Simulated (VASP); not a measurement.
# Ti3Al (vib) (P6_3/mmc) in VASP: notebook

The runs below take Ti3Al (vib) through single point, relaxation of cell and atoms, with LDA.

Program: VASP 6.6.1. These are calculated values, not measurements. Logs are shortened: lines on timing, memory, paths and dates and some standing lists are left out, and cuts for length are marked.

**1. The cell of the first run**

It takes space group P6_3/mmc (No. 194, hexagonal). The conventional cell has a = 5.768 Å, b = 5.768 Å, c = 4.642 Å, α = 90.00°, β = 90.00°, γ = 120.00°. Ti (site symmetry mm2) has 4 Al at 2.85 to 2.88 Å and 8 Ti at 2.86 to 2.89 Å within 3.8 Å. Within 3.8 Å of Al (site symmetry -6m2) lie 12 Ti at 2.85 to 2.88 Å.

**2. Single point, LDA**

INCAR reads:

```
SYSTEM = Ti3Al
  ALGO = Fast
  EDIFF = 1E-6
  ENCUT = 520
  ISIF = 2
  ISMEAR = 0
  LASPH = .TRUE.
  LCHARG = .FALSE.
  LREAL = .FALSE.
  LWAVE = .FALSE.
  NBANDS = 49
  NELM = 80
  PREC = Accurate
  SIGMA = 0.1
```

KPOINTS reads:

```
k-points
0
G
  6 6 4
  0 0 0
```

POSCAR reads:

```
Ti3Al
1.0
    5.7680300000      0.0000000000      0.0000000000
   -2.8840150000      4.9952605100      0.0000000000
    0.0000000000      0.0000000000      4.6424100000
Ti Al
6 2
Direct
    0.8330000000      0.6660000000      0.2500000000
    0.1670000000      0.8330000000      0.7500000000
    0.3340000000      0.1670000000      0.2500000000
    0.1670000000      0.3340000000      0.7500000000
    0.8330000000      0.1670000000      0.2500000000
    0.6660000000      0.8330000000      0.7500000000
    0.3333333300      0.6666666700      0.2500000000
    0.6666666700      0.3333333300      0.7500000000
```

Potentials or basis: VASP PAW LDA potentials, release 64 (Ti_sv, Al).

The run is started by

```
$ cat potpaw_LDA.64/Ti_sv/POTCAR potpaw_LDA.64/Al/POTCAR > POTCAR
$ mpirun -np 1 vasp_std > vasp.out
```

OUTCAR:

```text
SYSTEM = Ti3Al
   EDIFF = 1E-6
   ENCUT = 520
   ISIF = 2
   ISMEAR = 0
   LASPH = .TRUE.
   LREAL = .FALSE.
   NELM = 80
   PREC = Accurate

 ion  position               nearest neighbor table
   1  0.833  0.666  0.250-   8 2.85   8 2.85   2 2.86   2 2.86   6 2.86   6 2.86   5 2.88   3 2.88
                             7 2.88   7 2.88   5 2.89   3 2.89
   2  0.167  0.833  0.750-   7 2.85   7 2.85   1 2.86   1 2.86   3 2.86   3 2.86   6 2.88   4 2.88
                             8 2.88   8 2.88   6 2.89   4 2.89
   3  0.334  0.167  0.250-   8 2.85   8 2.85   4 2.86   4 2.86   2 2.86   2 2.86   5 2.88   1 2.88
                             7 2.88   7 2.88   5 2.89   1 2.89
   4  0.167  0.334  0.750-   7 2.85   7 2.85   3 2.86   3 2.86   5 2.86   5 2.86   2 2.88   6 2.88
                             8 2.88   8 2.88   2 2.89   6 2.89
   5  0.833  0.167  0.250-   8 2.85   8 2.85   4 2.86   4 2.86   6 2.86   6 2.86   3 2.88   1 2.88
                             7 2.88   7 2.88   3 2.89   1 2.89
   6  0.666  0.833  0.750-   7 2.85   7 2.85   1 2.86   1 2.86   5 2.86   5 2.86   2 2.88   4 2.88
                             8 2.88   8 2.88   2 2.89   4 2.89
   7  0.333  0.667  0.250-   2 2.85   2 2.85   6 2.85   6 2.85   4 2.85   4 2.85   1 2.88   3 2.88
                             5 2.88   5 2.88   1 2.88   3 2.88
   8  0.667  0.333  0.750-   5 2.85   5 2.85   3 2.85   3 2.85   1 2.85   1 2.85   4 2.88   6 2.88
                             2 2.88   2 2.88   4 2.88   6 2.88

  LATTYP: Found a hexagonal cell.
 ALAT       =     5.7680300000
 C/A-ratio  =     0.8048519165

  Lattice vectors:

 A1 = (   5.7680300000,   0.0000000000,   0.0000000000)
 A2 = (  -2.8840150000,   4.9952605100,   0.0000000000)
 A3 = (   0.0000000000,   0.0000000000,   4.6424100000)

Analysis of symmetry for initial positions (statically):
=====================================================================
 Subroutine PRICEL returns:
 Original cell was already a primitive cell.

 Routine SETGRP: Setting up the symmetry group for a
 hexagonal supercell.

 Subroutine GETGRP returns: Found 24 space group operations
 (whereof 12 operations were pure point group operations)
 out of a pool of 24 trial point group operations.

The static configuration has the point symmetry D_3d.
 The point group associated with its full space group is D_6h.

Analysis of symmetry for dynamics (positions and initial velocities):
=====================================================================
 Subroutine PRICEL returns:
 Original cell was already a primitive cell.

 Routine SETGRP: Setting up the symmetry group for a
 hexagonal supercell.

 Subroutine GETGRP returns: Found 24 space group operations
 (whereof 12 operations were pure point group operations)
 out of a pool of 24 trial point group operations.

The dynamic configuration has the point symmetry D_3d.
 The point group associated with its full space group is D_6h.

 Subroutine INISYM returns: Found 24 space group operations
 (whereof 12 operations are pure point group operations),
 and found     1 'primitive' translations

----------------------------------------------------------------------------------------

                                     Primitive cell

  volume of cell :     133.7609

  direct lattice vectors                    reciprocal lattice vectors
     5.768030000  0.000000000  0.000000000     0.173369417  0.100094880  0.000000000
    -2.884015000  4.995260510  0.000000000     0.000000000  0.200189759  0.000000000
     0.000000000  0.000000000  4.642410000     0.000000000  0.000000000  0.215405361

  length of vectors
     5.768030000  5.768030000  4.642410000     0.200189759  0.200189759  0.215405361

  position of ions in fractional coordinates (direct lattice)
     0.833000000  0.666000000  0.250000000
     0.167000000  0.833000000  0.750000000
     0.334000000  0.167000000  0.250000000
     0.167000000  0.334000000  0.750000000
     0.833000000  0.167000000  0.250000000
     0.666000000  0.833000000  0.750000000
     0.333333330  0.666666670  0.250000000
     0.666666670  0.333333330  0.750000000

  ion indices of the primitive-cell ions
   primitive index   ion index
                 1           1
                 2           2
                 3           3
                 4           4
                 5           5
                 6           6
                 7           7
                 8           8

----------------------------------------------------------------------------------------

 KPOINTS: k-points

Automatic generation of k-mesh.
 Grid dimensions read from file:
 generate k-points for:    6    6    4

 Generating k-lattice:

  Cartesian coordinates                     Fractional coordinates (reciprocal lattice)
     0.028894903  0.016682480  0.000000000     0.166666667  0.000000000  0.000000000
     0.000000000  0.033364960  0.000000000     0.000000000  0.166666667  0.000000000
     0.000000000  0.000000000  0.053851340     0.000000000  0.000000000  0.250000000

  Length of vectors
     0.033364960  0.033364960  0.053851340

  Shift w.r.t. Gamma in fractional coordinates (k-lattice)
     0.000000000  0.000000000  0.000000000

 Subroutine IBZKPT returns following result:
 ===========================================

 Found     21 irreducible k-points:

 Following reciprocal coordinates:
            Coordinates               Weight
  0.000000  0.000000  0.000000      1.000000
  0.166667 -0.000000  0.000000      6.000000
  0.333333 -0.000000  0.000000      6.000000
  0.500000 -0.000000  0.000000      3.000000
  0.166667  0.166667  0.000000      6.000000
  0.333333  0.166667  0.000000     12.000000
[... 13 lines left out ...]
  0.333333  0.166667  0.500000     12.000000
  0.333333  0.333333  0.500000      2.000000
   k-points           NKPTS =     21   k-points in BZ     NKDIM =     21   number of bands    NBANDS=     49
   number of dos      NEDOS =    301   number of ions     NIONS =      8
   total plane-waves  NPLWV =  82944
   dimension x,y,z NGX =    48 NGY =   48 NGZ =   36
   dimension x,y,z NGXF=    96 NGYF=   96 NGZF=   72
   ions per type =               6   2
   NGX,Y,Z   is equivalent  to a cutoff of  13.83, 13.83, 12.89 a.u.
   NGXF,Y,Z  is equivalent  to a cutoff of  27.67, 27.67, 25.78 a.u.
 SYSTEM =  Ti3Al
   PREC   = accura    normal or accurate (medium, high low for compatibility)
   ISTART =      0    job   : 0-new  1-cont  2-samecut
   ICHARG =      2    charge: 1-file 2-atom 10-const
   ISPIN  =      1    spin polarized calculation?
   LNONCOLLINEAR =      F non collinear calculations
   LSORBIT =      F    spin-orbit coupling
   LASPH  =      T    aspherical Exc in radial PAW
   ENCUT  =  520.0 eV  38.22 Ry    6.18 a.u.  10.72 10.72  8.63*2*pi/ulx,y,z
   NELM   =     80;   NELMIN=  2; NELMDL= -5     # of ELM steps
   EDIFF  = 0.1E-05   stopping-criterion for ELM
   LREAL  =      F    real-space projection
   EDIFFG = 0.1E-04   stopping-criterion for IOM
   NSW    =      0    number of steps for IOM
   IBRION =     -1    ionic relax: 0-MD 1-quasi-New 2-CG
   NFREE  =      0    steps in history (QN), initial steepest desc. (CG)
   ISIF   =      2    stress and relaxation
   ISYM   =      2    0-nonsym 1-usesym 2-fastsym
   POTIM  = 0.5000    time-step for ionic-motion
   TEBEG  =    0.0;   TEEND  =   0.0 temperature during run
   PSTRESS=    0.0 pullay stress
   NELECT =      78.0000    total number of electrons
   NUPDOWN=      -1.0000    fix difference up-down
   EMIN   =  10.00;   EMAX   =-10.00  energy-range for DOS
   EFERMI =   0.00;   METHOD = LEGACY
   ISMEAR =     0;   SIGMA  =   0.10  broadening in eV -4-tet -1-fermi 0-gaus
   EFERMI_NEDOS =   21; number of points for ismear=-14 and -15
   IALGO  =     68    algorithm
   IMIX   =      4    mixing-type and parameters
     AMIX     =   0.40;   BMIX     =  1.00
     AMIX_MAG =   1.60;   BMIX_MAG =  1.00
  volume/ion in A,a.u.               =      16.72       112.83
  Fermi-wavevector in a.u.,A,eV,Ry     =   1.367718  2.584613 25.451783  1.870653
  Thomas-Fermi vector in A             =   2.493746
   LORBIT       =      0    0 simple, 1 ext, 2 COOP (PROOUT), +10 PAW based schemes
   GGA     = CA    functional components
   LHFCALC =     F    Hartree Fock is set to
   AEXX    =    0.0000 exact exchange contribution
   IVDW    =     0    specifies the selected vdW correction
   LEPSILON=     F    determine dielectric tensor
   LRPA    =     F    only Hartree local field effects (RPA)
 non-spin polarized calculation
 RMM-DIIS sequential band-by-band and
 Gauss-broadening in eV      SIGMA  =   0.10
  energy-cutoff  :      520.00
  volume of cell :      133.76
 maximum number of plane-waves:      3641
 NGX is ok and might be reduce to    48
   NGX = 21   NGY = 21   NGZ = 17

 number of electron      78.0000005 magnetization

 Free energy of the ion-electron system (eV)
  ---------------------------------------------------
  ext. energy  EPLUGINS =         0.00000000
  ---------------------------------------------------
  free energy    TOTEN  =       -61.78756936 eV

  energy without entropy =      -61.74914837  energy(sigma->0) =      -61.76835886

 E-fermi :   7.9202     XC(G=0): -11.5536

 val. band max:        7.9106643252   @ k =   0.1667   0.1667   0.5000
 cond. band min:       7.9286656909   @ k =   0.0000   0.0000   0.0000
 fundamental gap:      0.0180013656
 Fermi energy:         7.9201555075

 k-point     1 :       0.0000    0.0000    0.0000
  band No.  band energies     occupation
      1     -47.9691      2.00000
      2     -47.8713      2.00000
      3     -47.8713      2.00000
      4     -47.8634      2.00000
      5     -47.8203      2.00000
      6     -47.8203      2.00000
[... 41 lines left out ...]
     48      10.1510      0.00000
     49      10.2433      0.00000

 k-point     2 :       0.1667   -0.0000    0.0000
  band No.  band energies     occupation
      1     -47.9637      2.00000
      2     -47.8773      2.00000
      3     -47.8714      2.00000
      4     -47.8613      2.00000
      5     -47.8218      2.00000
      6     -47.8201      2.00000
[... 980 lines left out ...]
 k-point    21 :       0.3333    0.3333    0.5000
  band No.  band energies     occupation
      1     -47.8821      2.00000
      2     -47.8821      2.00000
      3     -47.8804      2.00000
      4     -47.8804      2.00000
      5     -47.8458      2.00000
      6     -47.8458      2.00000
[... 41 lines left out ...]
     48       9.5504      0.00000
     49       9.7911      0.00000

------------------------ aborting loop because EDIFF is reached ----------------------------------------

  FORCE on cell =-STRESS in cart. coord.  units (eV):
  Direction    XX          YY          ZZ          XY          YZ          ZX
  --------------------------------------------------------------------------------------
  -------------------------------------------------------------------------------------
  Total       -6.6433462     -6.6433462     -6.0445675     -0.0000000     -0.0000000      0.0000000
  in kB      -79.5734741    -79.5734741    -72.4013510     -0.0000000     -0.0000000      0.0000000
  external PRESSURE =     -77.1827664 kB  Pullay stress =       0.0000000 kB

 VOLUME and BASIS-vectors are now :
 -----------------------------------------------------------------------------
  energy-cutoff  :      520.00
  volume of cell :      133.76
      direct lattice vectors                 reciprocal lattice vectors
     5.768030000  0.000000000  0.000000000     0.173369417  0.100094880  0.000000000
    -2.884015000  4.995260510  0.000000000     0.000000000  0.200189759  0.000000000
     0.000000000  0.000000000  4.642410000     0.000000000  0.000000000  0.215405361

 POSITION                                       TOTAL-FORCE (eV/Angst)
 -----------------------------------------------------------------------------------
      2.88402      3.32684      1.16060         0.000000     -0.222351      0.000000
     -1.43912      4.16105      3.48181         0.192562     -0.111176     -0.000000
      1.44489      0.83421      1.16060         0.192562      0.111176      0.000000
      0.00000      1.66842      3.48181        -0.000000      0.222351      0.000000
      4.32314      0.83421      1.16060        -0.192562      0.111176      0.000000
      1.43912      4.16105      3.48181        -0.192562     -0.111176     -0.000000
     -0.00000      3.33017      1.16060         0.000000     -0.000000      0.000000
      2.88402      1.66509      3.48181        -0.000000     -0.000000      0.000000
 -----------------------------------------------------------------------------------
    total drift:                               -0.000050      0.000029     -0.000000

  FREE ENERGIE OF THE ION-ELECTRON SYSTEM (eV)
  ---------------------------------------------------
  free  energy   TOTEN  =       -61.7875693563 eV

  energy  without entropy=      -61.7491483732  energy(sigma->0) =      -61.76835886
```

Wall time 19 min (1 thread of AMD EPYC 7R13 (Zen 3), shared host); peak memory 0.22 GiB.

Results:

| Quantity | Value |
| --- | --- |
| Free energy | -61.7876 eV |
| Pressure | -7.7 GPa |
| Largest force | 0.222 eV/Å |
| Band gap on the k mesh | zero (band 39 reaches 7.98 eV, above the bottom of band 40 at 7.86 eV) |

Forces in eV/Å, atoms in the order of the input:
```
Ti   0.000 -0.222  0.000
Ti   0.193 -0.111  0.000
Ti   0.193  0.111  0.000
Ti   0.000  0.222  0.000
Ti  -0.193  0.111  0.000
Ti  -0.193 -0.111  0.000
Al   0.000  0.000  0.000
Al   0.000  0.000  0.000
```

**3. Single point, LDA**

This run uses another cell than the first one, of 15.59 Å³/atom, 0.932 times its volume.

INCAR reads:

```
PREC     = Accurate       # precision mode
ENCUT    = 520            # plane-wave cutoff, eV
EDIFF    = 1E-6           # SCF threshold, eV
ISMEAR   = 0              # smearing method
SIGMA    = 0.1            # smearing width, eV
LREAL    = False          # projectors in reciprocal space
LASPH    = True           # aspherical terms in the spheres
NELM     = 80             # most SCF steps
ALGO     = Fast           # electronic algorithm
ISIF     = 2              # what is computed and relaxed
LWAVE    = False          # write WAVECAR
LCHARG   = False          # write CHGCAR
NBANDS   = 49             # bands
```

KPOINTS reads:

```
Automatic mesh
0
Gamma
  6 6 6
```

POSCAR reads:

```
Ti3Al
1.0
    5.6159412359      0.0000000000      0.0000000000
   -2.8079706180      4.8635477765      0.0000000000
    0.0000000000      0.0000000000      4.5657584285
Ti Al
6 2
Direct
    0.8302898577      0.6605797155      0.2500000000
    0.1697101423      0.8302898577      0.7500000000
    0.3394202845      0.1697101423      0.2500000000
    0.1697101423      0.3394202845      0.7500000000
    0.8302898577      0.1697101423      0.2500000000
    0.6605797155      0.8302898577      0.7500000000
    0.3333333333      0.6666666667      0.2500000000
    0.6666666667      0.3333333333      0.7500000000
```

Potentials or basis: VASP PAW LDA potentials, release 64 (Ti_sv, Al).

The run is started by

```
$ cat potpaw_LDA.64/Ti_sv/POTCAR potpaw_LDA.64/Al/POTCAR > POTCAR
$ mpirun -np 1 vasp_std > vasp.out
```

Wall time 14 min (1 thread of AMD EPYC 7R13 (Zen 3), shared host); peak memory 0.24 GiB.

Results (log left out):

| Item | Value |
| --- | --- |
| Free energy | -62.0416 eV |
| Pressure | 0.1 GPa |
| Largest force | 0.006 eV/Å |
| Band gap on the k mesh | zero (band 39 reaches 8.75 eV, above the bottom of band 40 at 8.57 eV) |

Forces in eV/Å, atoms in the order of the input:
```
Ti   0.000  0.006  0.000
Ti  -0.005  0.003  0.000
Ti  -0.005 -0.003  0.000
Ti   0.000 -0.006  0.000
Ti   0.005 -0.003  0.000
Ti   0.005  0.003  0.000
Al   0.000  0.000  0.000
Al   0.000  0.000  0.000
```

Levels at points of the mesh, in eV from the Fermi level:
```tsv
k point	band 36	band 37	band 38	band 39	band 40	band 41	band 42	band 43
(0.00, 0.00, 0.00)	-0.99	-0.99	-0.52	-0.13	0.18	0.79	0.79	0.81
(0.50, 0.00, 0.00)	-0.81	-0.57	-0.34	-0.30	0.58	0.59	0.78	0.81
(0.00, 0.00, 0.50)	-0.63	-0.50	-0.50	-0.06	-0.06	0.60	0.60	0.60
(0.50, 0.00, 0.50)	-0.36	-0.15	-0.15	0.07	0.07	0.34	0.34	0.74
```

[end of part 1 of 2]
